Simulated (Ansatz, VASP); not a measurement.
# Te2Mo: VASP beside Ansatz

INCAR

```
SYSTEM = Te2Mo
PREC = Accurate
ENCUT = 520
EDIFF = 1E-6
ISMEAR = -1
SIGMA = 0.05
LREAL = .FALSE.
LASPH = .TRUE.
NELM = 60
ALGO = Normal
ISIF = 2
LWAVE = .FALSE.
LCHARG = .TRUE.
GGA = PS
LELF = .TRUE.
LVHAR = .TRUE.
NBANDS = 20
```

Contents of KPOINTS:

```
regular mesh
0
G
  9 9 2
  0 0 0
```

The input POSCAR:

```
Te2Mo
1.0
    3.5121156613      0.0000000000      0.0000000000
   -1.7560578307      3.0415813837      0.0000000000
    0.0000000000      0.0000000000     17.2872171948
Te Mo
2 1
Direct
    0.3333333333      0.6666666667      0.1021445500
    0.3333333333      0.6666666667      0.8978554500
    0.0000000000      0.0000000000      0.0000000000
```

input.yaml

```yaml
crystal:
  lattice:
    - [3.5121156613, 0.0, 0.0]
    - [-1.7560578307, 3.0415813837, 0.0]
    - [0.0, 0.0, 17.2872171948]
  atoms:
    - { symbol: Te, position: [0.3333333333, 0.6666666667, 0.10214455] }
    - { symbol: Te, position: [0.3333333333, 0.6666666667, 0.89785545] }
    - { symbol: Mo, position: [0.0, 0.0, 0.0] }
kpoints:
  mp_grid: { grid: [9, 9, 2] }
scf:
  occupations: { method: fermi_dirac, width: 0.05 }
hamiltonian:
  xc: pbesol
  pseudopotentials: { kind: all_electron, lapw: { basis_error: 0.001 } }
output:
  forces: true
  stress: true
  eigenvalues: true
```

Change from the starting cell: volume scaled by 0.96.

Alike in both runs: task single point; functional PBEsol; k mesh 9 × 9 × 2; occupations fermi-dirac, width 0.05 eV; no spin polarisation.

|  | VASP | Ansatz |
| --- | --- | --- |
| version | VASP 6.6.1 | Ansatz 0.2.0 |
| potentials or method | VASP PAW PBE potentials, release 64 (Te, Mo_sv), cutoff 520 eV | all-electron LAPW, scalar-relativistic |

Ansatz gave:

```
gap on the k mesh at the Fermi level (eV) : 1.12
least direct gap on the mesh (eV)         : 1.12
rms of the force components (eV/Å)        : 0.204
```

Estimate VASP's values.

gap on the k mesh at the Fermi level (eV): 1.11; least direct gap on the mesh (eV): 1.11; rms of the force components (eV/Å): 0.220.

VASP's potentials were made for PBE, not for PBEsol. Atom by atom the forces differ by 0.016 eV/Å (rms over components). Ansatz ran all-electron here, and VASP with PAW potentials.

Neither program's run includes spin-orbit coupling.
